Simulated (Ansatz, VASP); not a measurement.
Ga2P: VASP beside Ansatz

```
Ga P
1.0
     3.70627    0.00000    0.00000
     0.00000    3.70627    0.00000
     0.00000    0.00000    4.38763
Ga P
2 1
Direct
  0.50000 0.00000 0.64905
  0.00000 0.50000 0.35095
  0.00000 0.00000 0.00000
```

Change from the starting cell: species swapped into the Ta2H type (P-4m2, No. 115).

Alike in both runs: functional PBE; k mesh 12 × 12 × 12; occupations gaussian, width 0.1 eV; no spin polarisation.

Ansatz relaxed the structure, and its values are those at the end. VASP's run is a single point on that final structure, the one shown.

```csv
,VASP,Ansatz
version,VASP 6.6.1,Ansatz 0.2.0
potentials or method,"VASP PAW PBE potentials, release 64 (Ga_d, P), cutoff 520 eV","scalar-relativistic, plane waves, PAW"
valence electrons in the cell,31,31
```

|  | VASP | Ansatz | Ansatz less VASP |
| --- | --- | --- | --- |
| gap on the k mesh at the Fermi level (eV) | none | none | - |
| pressure (GPa) | 0.0 | 0.0 | -0.02 |

A gap of «none» marks a metal or a gap that the smearing closes.
